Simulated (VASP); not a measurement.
Input of a VASP 6.6.1 run:

Contents of INCAR:

```
SYSTEM = PdI
PREC     = Accurate       ! precision mode
ENCUT    = 500            ! plane-wave cutoff, eV
EDIFF    = 1E-7           ! SCF threshold, eV
ISMEAR   = 0              ! smearing method
SIGMA    = 0.1            ! smearing width, eV
LREAL    = .False.        ! projectors in reciprocal space
LASPH    = .True.         ! aspherical terms in the spheres
NELM     = 120            ! most SCF steps
ALGO     = Normal         ! electronic algorithm
ISIF     = 3              ! what is computed and relaxed
LWAVE    = .False.        ! write WAVECAR
LCHARG   = .False.        ! write CHGCAR
GGA      = PE             ! functional
IBRION   = 2              ! ionic algorithm
NSW      = 90             ! ionic steps
EDIFFG   = -0.04          ! ionic threshold
GGA_COMPAT= .False.      
NELMIN   = 4
```

Contents of KPOINTS:

```
regular mesh
0
Gamma
  6 6 6
  0 0 0
```

File POSCAR:

```
PdI
1.0
    3.5861573189      0.0000000000      0.0000000000
    0.0000000000      3.5861573189      0.0000000000
    0.0000000000      0.0000000000      3.5861573189
Pd I
1 1
Direct
    0.0000000000      0.0000000000      0.0000000000
    0.5000000000      0.5000000000      0.5000000000
```

Potentials or basis: VASP PAW PBE potentials, release 64 (Pd, I).

Launch:

```bash
$ cat potpaw_PBE.64/Pd/POTCAR potpaw_PBE.64/I/POTCAR > POTCAR
$ mpirun -np 1 vasp_std > vasp.out
```

Q: Predict the relaxed cell.

A: a = 3.570 Å, b = 3.570 Å, c = 3.570 Å, α = 90.00°, β = 90.00°, γ = 90.00°.

Q: Estimate the relaxed volume.

A: 22.75 Å³/atom.

Q: Predict the space group after relaxing (to 0.05 Å).

A: Pm-3m (No. 221).

Final structure:
```
Pd I
1.0
     3.56991    0.00000    0.00000
     0.00000    3.56991    0.00000
     0.00000    0.00000    3.56991
Pd I
1 1
Direct
  0.00000 0.00000 0.00000
  0.50000 0.50000 0.50000
```

Caveat: an odd number of electrons without spin polarisation forces a metal; a magnetic or distorted state may lie lower.
